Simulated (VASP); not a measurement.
# Ho2Sb2N in VASP: a series of runs

The runs below take Ho2Sb2N through single point, relaxation of cell and atoms, with PBE.

All numbers are computed with VASP 6.6.1; they aren't measurements. Logs are shortened: lines on timing, memory, paths and dates and some standing lists are left out, and cuts for length are marked.

### Step 1. The cell of the first run

Symmetry: P4/mmm, No. 123, tetragonal system. Conventional cell: a = 5.764 Å, b = 5.764 Å, c = 4.146 Å, α = 90.00°, β = 90.00°, γ = 90.00°. Within 3.8 Å of Ho (site symmetry mmm) lie 6 Sb at 2.88 to 3.55 Å and 4 N at 3.55 Å. Within 2.7 Å of Sb (site symmetry 4/mmm) lie 2 N at 2.07 Å. Within 4.7 Å of Sb (site symmetry 4/mmm) lie 8 Ho at 3.55 Å and 4 N at 4.08 Å and 10 Sb at 4.15 to 4.57 Å. Within 2.7 Å of N (site symmetry 4/mmm) lie 2 Sb at 2.07 Å.

The cell was generated, and may not be a known phase.

### Step 2. Single point, PBE

Input file INCAR:

```
SYSTEM = Ho2Sb2N
PREC = Accurate ; ENCUT = 600
EDIFF = 1E-6 ; ISMEAR = 0
SIGMA = 0.2 ; LREAL = .False.
LASPH = .True. ; NELM = 200
ALGO = Normal ; ISIF = 2
LWAVE = .False. ; LCHARG = .False.
GGA = PE ; NBANDS = 24
GGA_COMPAT = .False. ; LMAXMIX = 6
```

Input file KPOINTS:

```
Automatic mesh
0
Gamma
  3 3 3
  0 0 0
```

Input file POSCAR:

```
Ho2Sb2N
1.0
    5.7637199532      0.0000000000      0.0000000000
    0.0000000000      5.7637199532      0.0000000000
    0.0000000000      0.0000000000      4.1464745466
Ho Sb N
2 2 1
Direct
    0.0000000000      0.5000000000      0.0000000000
    0.5000000000      0.0000000000      0.0000000000
    0.5000000000      0.5000000000      0.0000000000
    0.0000000000      0.0000000000      0.5000000000
    0.5000000000      0.5000000000      0.5000000000
```

Potentials or basis: VASP PAW PBE potentials, release 64 (Ho_3, Sb, N), 4f in core.

Run with:

```console
$ cat potpaw_PBE.64/Ho_3/POTCAR potpaw_PBE.64/Sb/POTCAR potpaw_PBE.64/N/POTCAR > POTCAR
$ mpirun -np 1 vasp_std > vasp.out
```

OUTCAR:

```text
SYSTEM = Ho2Sb2N
   PREC = Accurate
   ENCUT = 600
   EDIFF = 1E-6
   ISMEAR = 0
   LREAL = .False.
   LASPH = .True.
   NELM = 200
   ISIF = 2
   GGA = PE

 ion  position               nearest neighbor table
   1  0.000  0.500  0.000-   3 2.88   3 2.88   4 3.55   4 3.55   4 3.55   4 3.55
   2  0.500  0.000  0.000-   3 2.88   3 2.88   4 3.55   4 3.55   4 3.55   4 3.55
   3  0.500  0.500  0.000-   5 2.07   5 2.07   1 2.88   2 2.88   2 2.88   1 2.88
   4  0.000  0.000  0.500-   1 3.55   2 3.55   1 3.55   2 3.55   1 3.55   1 3.55   2 3.55   2 3.55

   5  0.500  0.500  0.500-   3 2.07   3 2.07

  LATTYP: Found a simple tetragonal cell.
 ALAT       =     5.7637199532
 C/A-ratio  =     0.7194094405

  Lattice vectors:

 A1 = (   5.7637199532,   0.0000000000,   0.0000000000)
 A2 = (   0.0000000000,   5.7637199532,   0.0000000000)
 A3 = (   0.0000000000,   0.0000000000,   4.1464745466)

Analysis of symmetry for initial positions (statically):
=====================================================================
 Subroutine PRICEL returns:
 Original cell was already a primitive cell.

 Routine SETGRP: Setting up the symmetry group for a
 simple tetragonal supercell.

 Subroutine GETGRP returns: Found 16 space group operations
 (whereof 16 operations were pure point group operations)
 out of a pool of 16 trial point group operations.

The static configuration has the point symmetry D_4h.

Analysis of symmetry for dynamics (positions and initial velocities):
=====================================================================
 Subroutine PRICEL returns:
 Original cell was already a primitive cell.

 Routine SETGRP: Setting up the symmetry group for a
 simple tetragonal supercell.

 Subroutine GETGRP returns: Found 16 space group operations
 (whereof 16 operations were pure point group operations)
 out of a pool of 16 trial point group operations.

The dynamic configuration has the point symmetry D_4h.

 Subroutine INISYM returns: Found 16 space group operations
 (whereof 16 operations are pure point group operations),
 and found     1 'primitive' translations

----------------------------------------------------------------------------------------

                                     Primitive cell

  volume of cell :     137.7478

  direct lattice vectors                    reciprocal lattice vectors
     5.763719953  0.000000000  0.000000000     0.173499061  0.000000000  0.000000000
     0.000000000  5.763719953  0.000000000     0.000000000  0.173499061  0.000000000
     0.000000000  0.000000000  4.146474547     0.000000000  0.000000000  0.241168730

  length of vectors
     5.763719953  5.763719953  4.146474547     0.173499061  0.173499061  0.241168730

  position of ions in fractional coordinates (direct lattice)
     0.000000000  0.500000000  0.000000000
     0.500000000  0.000000000  0.000000000
     0.500000000  0.500000000  0.000000000
     0.000000000  0.000000000  0.500000000
     0.500000000  0.500000000  0.500000000

  ion indices of the primitive-cell ions
   primitive index   ion index
                 1           1
                 2           2
                 3           3
                 4           4
                 5           5

----------------------------------------------------------------------------------------

 KPOINTS: Automatic mesh

Automatic generation of k-mesh.
 Grid dimensions read from file:
 generate k-points for:    3    3    3

 Generating k-lattice:

  Cartesian coordinates                     Fractional coordinates (reciprocal lattice)
     0.057833020  0.000000000  0.000000000     0.333333333  0.000000000  0.000000000
     0.000000000  0.057833020  0.000000000     0.000000000  0.333333333  0.000000000
     0.000000000  0.000000000  0.080389577     0.000000000  0.000000000  0.333333333

  Length of vectors
     0.057833020  0.057833020  0.080389577

  Shift w.r.t. Gamma in fractional coordinates (k-lattice)
     0.000000000  0.000000000  0.000000000

 Subroutine IBZKPT returns following result:
 ===========================================

 Found      6 irreducible k-points:

 Following reciprocal coordinates:
            Coordinates               Weight
  0.000000  0.000000  0.000000      1.000000
  0.333333  0.000000  0.000000      4.000000
  0.333333  0.333333  0.000000      4.000000
  0.000000  0.000000  0.333333      2.000000
  0.333333  0.000000  0.333333      8.000000
  0.333333  0.333333  0.333333      8.000000
   k-points           NKPTS =      6   k-points in BZ     NKDIM =      6   number of bands    NBANDS=     24
   number of dos      NEDOS =    301   number of ions     NIONS =      5
   total plane-waves  NPLWV =  82944
   dimension x,y,z NGX =    48 NGY =   48 NGZ =   36
   dimension x,y,z NGXF=    96 NGYF=   96 NGZF=   72
   ions per type =               2   2   1
   NGX,Y,Z   is equivalent  to a cutoff of  13.84, 13.84, 14.43 a.u.
   NGXF,Y,Z  is equivalent  to a cutoff of  27.69, 27.69, 28.87 a.u.
 SYSTEM =  Ho2Sb2N
   PREC   = accura    normal or accurate (medium, high low for compatibility)
   ISTART =      0    job   : 0-new  1-cont  2-samecut
   ICHARG =      2    charge: 1-file 2-atom 10-const
   ISPIN  =      1    spin polarized calculation?
   LNONCOLLINEAR =      F non collinear calculations
   LSORBIT =      F    spin-orbit coupling
   LASPH  =      T    aspherical Exc in radial PAW
   ENCUT  =  600.0 eV  44.10 Ry    6.64 a.u.  11.51 11.51  8.28*2*pi/ulx,y,z
   NELM   =    200;   NELMIN=  2; NELMDL= -5     # of ELM steps
   EDIFF  = 0.1E-05   stopping-criterion for ELM
   LREAL  =      F    real-space projection
   EDIFFG = 0.1E-04   stopping-criterion for IOM
   NSW    =      0    number of steps for IOM
   IBRION =     -1    ionic relax: 0-MD 1-quasi-New 2-CG
   NFREE  =      0    steps in history (QN), initial steepest desc. (CG)
   ISIF   =      2    stress and relaxation
   ISYM   =      2    0-nonsym 1-usesym 2-fastsym
   POTIM  = 0.5000    time-step for ionic-motion
   TEBEG  =    0.0;   TEEND  =   0.0 temperature during run
   PSTRESS=    0.0 pullay stress
   NELECT =      33.0000    total number of electrons
   NUPDOWN=      -1.0000    fix difference up-down
   EMIN   =  10.00;   EMAX   =-10.00  energy-range for DOS
   EFERMI =   0.00;   METHOD = LEGACY
   ISMEAR =     0;   SIGMA  =   0.20  broadening in eV -4-tet -1-fermi 0-gaus
   EFERMI_NEDOS =   21; number of points for ismear=-14 and -15
   IALGO  =     38    algorithm
   IMIX   =      4    mixing-type and parameters
     AMIX     =   0.40;   BMIX     =  1.00
     AMIX_MAG =   1.60;   BMIX_MAG =  1.00
  volume/ion in A,a.u.               =      27.55       185.91
  Fermi-wavevector in a.u.,A,eV,Ry     =   1.016759  1.921395 14.065679  1.033798
  Thomas-Fermi vector in A             =   2.150121
   LORBIT       =      0    0 simple, 1 ext, 2 COOP (PROOUT), +10 PAW based schemes
   GGA     = PE    functional components
   LHFCALC =     F    Hartree Fock is set to
   AEXX    =    0.0000 exact exchange contribution
   IVDW    =     0    specifies the selected vdW correction
   LEPSILON=     F    determine dielectric tensor
   LRPA    =     F    only Hartree local field effects (RPA)
 non-spin polarized calculation
 Gauss-broadening in eV      SIGMA  =   0.20
  energy-cutoff  :      600.00
  volume of cell :      137.75
 maximum number of plane-waves:      4617
 NGX is ok and might be reduce to    48
   NGX = 23   NGY = 23   NGZ = 17

 number of electron      33.0000000 magnetization

 Free energy of the ion-electron system (eV)
  ---------------------------------------------------
  ext. energy  EPLUGINS =         0.00000000
  ---------------------------------------------------
  free energy    TOTEN  =       -24.56295432 eV

  energy without entropy =      -24.46976454  energy(sigma->0) =      -24.51635943

 E-fermi :   4.2841     XC(G=0):  -9.5038

 val. band max:        4.2319807284   @ k =   0.3333   0.3333   0.0000
 cond. band min:       4.3282466096   @ k =   0.3333   0.3333   0.0000
 fundamental gap:      0.0962658812
 Fermi energy:         4.2841368921

 k-point     1 :       0.0000    0.0000    0.0000
  band No.  band energies     occupation
      1     -20.4586      2.00000
      2     -20.4586      2.00000
      3     -20.4466      2.00000
      4     -20.4333      2.00000
      5     -20.3770      2.00000
      6     -20.3770      2.00000
[... 16 lines left out ...]
     23       6.2699      0.00000
     24       6.6487      0.00000

 k-point     2 :       0.3333    0.0000    0.0000
  band No.  band energies     occupation
      1     -20.4438      2.00000
      2     -20.4429      2.00000
      3     -20.4423      2.00000
      4     -20.4363      2.00000
      5     -20.3936      2.00000
      6     -20.3930      2.00000
[... 16 lines left out ...]
     23       6.8616      0.00000
     24       6.9642      0.00000

 k-point     3 :       0.3333    0.3333    0.0000
  band No.  band energies     occupation
      1     -20.4714      2.00000
      2     -20.4488      2.00000
      3     -20.4409      2.00000
      4     -20.4376      2.00000
      5     -20.4048      2.00000
      6     -20.3476      2.00000
[... 16 lines left out ...]
     23       7.4574      0.00000
     24       7.7797      0.00000

 k-point     4 :       0.0000    0.0000    0.3333
  band No.  band energies     occupation
      1     -20.4916      2.00000
      2     -20.4747      2.00000
      3     -20.4534      2.00000
      4     -20.4534      2.00000
      5     -20.3732      2.00000
      6     -20.3732      2.00000
[... 16 lines left out ...]
     23       7.2094      0.00000
     24       8.0749      0.00000

 k-point     5 :       0.3333    0.0000    0.3333
  band No.  band energies     occupation
      1     -20.4870      2.00000
      2     -20.4785      2.00000
      3     -20.4387      2.00000
      4     -20.4373      2.00000
      5     -20.3890      2.00000
      6     -20.3889      2.00000
[... 16 lines left out ...]
     23       6.9663      0.00000
     24       7.9428      0.00000

 k-point     6 :       0.3333    0.3333    0.3333
  band No.  band energies     occupation
      1     -20.4844      2.00000
      2     -20.4802      2.00000
      3     -20.4653      2.00000
      4     -20.4428      2.00000
      5     -20.4009      2.00000
      6     -20.3441      2.00000
[... 16 lines left out ...]
     23       6.8961      0.00000
     24       7.3748      0.00000

------------------------ aborting loop because EDIFF is reached ----------------------------------------

  FORCE on cell =-STRESS in cart. coord.  units (eV):
  Direction    XX          YY          ZZ          XY          YZ          ZX
  --------------------------------------------------------------------------------------
  -------------------------------------------------------------------------------------
  Total       -0.1226063     -0.1226063      0.6457144      0.0000000      0.0000000      0.0000000
  in kB       -1.4260623     -1.4260623      7.5104561      0.0000000      0.0000000      0.0000000
  external PRESSURE =       1.5527772 kB  Pullay stress =       0.0000000 kB

 VOLUME and BASIS-vectors are now :
 -----------------------------------------------------------------------------
  energy-cutoff  :      600.00
  volume of cell :      137.75
      direct lattice vectors                 reciprocal lattice vectors
     5.763719953  0.000000000  0.000000000     0.173499061  0.000000000  0.000000000
     0.000000000  5.763719953  0.000000000     0.000000000  0.173499061  0.000000000
     0.000000000  0.000000000  4.146474547     0.000000000  0.000000000  0.241168730

 POSITION                                       TOTAL-FORCE (eV/Angst)
 -----------------------------------------------------------------------------------
      0.00000      2.88186      0.00000         0.000000      0.000000      0.000000
      2.88186      0.00000      0.00000         0.000000      0.000000      0.000000
      2.88186      2.88186      0.00000         0.000000      0.000000      0.000000
      0.00000      0.00000      2.07324         0.000000      0.000000      0.000000
      2.88186      2.88186      2.07324         0.000000      0.000000      0.000000
 -----------------------------------------------------------------------------------
    total drift:                                0.000000      0.000000      0.000000

  FREE ENERGIE OF THE ION-ELECTRON SYSTEM (eV)
  ---------------------------------------------------
  free  energy   TOTEN  =       -24.5629543158 eV

  energy  without entropy=      -24.4697645386  energy(sigma->0) =      -24.51635943
```

Wall time 39 s (1 thread of Intel Xeon Platinum 8488C (Sapphire Rapids), shared host); peak memory 0.27 GiB.

Results:

```yaml
Free_energy: -24.5630 eV
Pressure: 0.2 GPa
Band_gap_on_the_k_mesh: zero (an odd number of electrons rules out a gap without spin polarisation)
```

Caveat: the k points lie up to 0.51 Å⁻¹ apart, too coarse for converged energies and pressures of a metal; spin-orbit coupling is left out, which moves the levels of the heavy elements; the 4f electrons are frozen in the core, so they carry no moment and show no levels; the run has no spin polarisation, though such a crystal can be magnetic.

(Continued in part 2 of 2.)

The gap in the log of VASP goes by the Fermi energy; the results here count the filled bands.